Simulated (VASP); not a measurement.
A run of VASP 6.6.1:

INCAR

```
SYSTEM = W
PREC = Accurate
ENCUT = 520
EDIFF = 1E-7
ISMEAR = -1
SIGMA = 0.05
LREAL = .FALSE.
LASPH = .TRUE.
NELM = 60
ALGO = Normal
ISIF = 2
LWAVE = .FALSE.
LCHARG = .FALSE.
GGA = PE
NBANDS = 13
```

KPOINTS

```
regular mesh
0
G
  7 7 7
  0 0 0
```

POSCAR

```
W
1.0
   -1.5823450000      1.5823450000      1.5823450000
    1.5823450000     -1.5823450000      1.5823450000
    1.5823450000      1.5823450000     -1.5823450000
W
1
Direct
    0.0000000000      0.0000000000      0.0000000000
```

Potentials or basis: VASP PAW PBE potentials, release 64 (W_sv).

The run is started by

```sh
$ cat potpaw_PBE.64/W_sv/POTCAR > POTCAR
$ mpirun -np 1 vasp_std > vasp.out
```

Hardware: 1 thread of Intel Xeon 6975P-C (shared host).

Problem. Estimate the wall time of this run.

Solution. Wall time 3.6 s on 1 thread of Intel Xeon 6975P-C (shared host), peak memory 0.12 GiB. Counts: scf iterations 13, k points 20.
